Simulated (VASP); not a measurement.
# Sb: single point with PBEsol

The system is Sb.

```
CELL_PARAMETERS angstrom
3.03868 0.00000 0.00000
0.00000 3.03868 0.00000
0.00000 0.00000 3.03868
ATOMIC_POSITIONS crystal
Sb 0.00000 0.00000 0.00000
```

```yaml
Program: VASP 6.6.1
Task: single point
Functional: PBEsol
Potentials_or_basis: VASP PAW PBE potentials, release 64 (Sb)
Cutoff: 520 eV
k_mesh: 8 × 8 × 8
Occupations: fermi-dirac, width 0.05 eV
Spin: no spin polarisation
```

The pressure is 2.2 GPa.

Levels at points of the mesh, in eV from the Fermi level:
```
           k point  band 1  band 2  band 3  band 4  band 5  band 6  band 7  band 8
(0.00, 0.00, 0.00)  -12.83    3.48    3.48    3.48    7.08    7.08    8.57   18.15
(0.50, 0.00, 0.00)  -10.17   -5.97    5.70    5.70    9.30   10.74   11.56   11.71
(0.50, 0.50, 0.00)   -7.33   -3.76   -3.76    1.95    7.99   13.47   13.48   13.48
(0.50, 0.50, 0.50)   -4.11   -1.67   -1.67   -1.67    4.79    4.79    4.79    6.73
```

Run time: 7 s on 1 thread of Intel Xeon 8259CL, on a shared host, peak memory 0.13 GiB.

Caveat: the PAW data sets were made with another functional, which shifts forces and pressure a little; spin-orbit coupling is left out, which moves the levels of the heavy elements.
